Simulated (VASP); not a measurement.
Here is a VASP 6.6.1 calculation.

POSCAR

```
I
1.0
    3.7627266423     -2.2790134717      0.0000000000
    3.7627266423      2.2790134717      0.0000000000
    0.0000000000      0.0000000000      9.8372282586
I
4
Direct
    0.8422364373      0.1577635627      0.1207503882
    0.1577635627      0.8422364373      0.8792496118
    0.3422364373      0.6577635627      0.3792496118
    0.6577635627      0.3422364373      0.6207503882
```

The input INCAR.step1:

```
SYSTEM = I
  PREC = Accurate
  ENCUT = 520
  ISMEAR = 0
  SIGMA = 0.05
  LREAL = .False.
  LASPH = .True.
  NELM = 60
  NBANDS = 22
  GGA = PE
  ALGO = Normal
  EDIFF = 1E-4
  LWAVE = .True.
  LCHARG = .False.
```

The input INCAR.step2:

```
SYSTEM = I
  PREC = Accurate
  ENCUT = 520
  EDIFF = 1E-6
  ISMEAR = 0
  SIGMA = 0.05
  LREAL = .False.
  LASPH = .True.
  NELM = 60
  ALGO = Normal
  ISIF = 2
  LWAVE = .False.
  LCHARG = .False.
  METAGGA = R2SCAN
  LMIXTAU = .True.
  NBANDS = 22
  ISTART = 1
```

KPOINTS

```
Automatic mesh
0
Gamma
  6 6 4
  0 0 0
```

Potentials or basis: VASP PAW PBE potentials, release 64 (I).

Command:

```console
$ cat potpaw_PBE.64/I/POTCAR > POTCAR
$ cp INCAR.step1 INCAR
$ mpirun -np 1 vasp_std > vasp.out
$ cp INCAR.step2 INCAR
$ mpirun -np 1 vasp_std > vasp.out
```

(1) Estimate the band gap on the k mesh.

(2) Estimate the largest force.

(3) Predict the pressure.

Answers

(1) 1.15 eV (least direct gap 1.27 eV).

(2) 0.032 eV/Å.

(3) 0.4 GPa.

Caveat: the PAW data sets were made with another functional, which shifts forces and pressure a little; spin-orbit coupling is left out, which moves the levels of the heavy elements.
